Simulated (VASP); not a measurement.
Set up this calculation in VASP 6.6.1, as the native input.

```
Task                   : single point
Functional             : LDA
Potentials or basis    : VASP PAW LDA potentials, release 64 (Sc_sv)
Cutoff                 : 520 eV
k mesh                 : 7 × 7 × 7
Occupations            : gaussian, width 0.1 eV
Spin                   : no spin polarisation
Dipole correction      : no
Further INCAR settings : ALGO = Normal; EDIFF = 1e-06; NBANDS = 12
```

The structure of Sc lies in POSCAR:

```
Sc
1.0
    2.8542760806      0.0000000000      0.0000000000
    0.0000000000      2.8542760806      0.0000000000
    0.0000000000      0.0000000000      2.8542760806
Sc
1
Direct
    0.0000000000      0.0000000000      0.0000000000
```

This isn't the form of Sc at room conditions, which is hcp.

The input as run:

INCAR

```
PREC = Accurate ; ENCUT = 520
EDIFF = 1E-6 ; ISMEAR = 0
SIGMA = 0.1 ; LREAL = False
LASPH = True ; NELM = 100
ALGO = Normal ; ISIF = 2
LWAVE = False ; LCHARG = False
GGA = CA ; NBANDS = 12
```

KPOINTS

```
Automatic mesh
0
Gamma
  7 7 7
```

Potentials or basis: VASP PAW LDA potentials, release 64 (Sc_sv).

Command:

```bash
$ cat potpaw_LDA.64/Sc_sv/POTCAR > POTCAR
$ mpirun -np 1 vasp_std > vasp.out
```

Results of the run:

```yaml
Pressure: 0.0 GPa
Band_gap_on_the_k_mesh: zero (an odd number of electrons rules out a gap without spin polarisation)
```

Run time: 7.5 s on 1 thread of Intel Xeon 8259CL (shared host), peak memory 0.13 GiB.
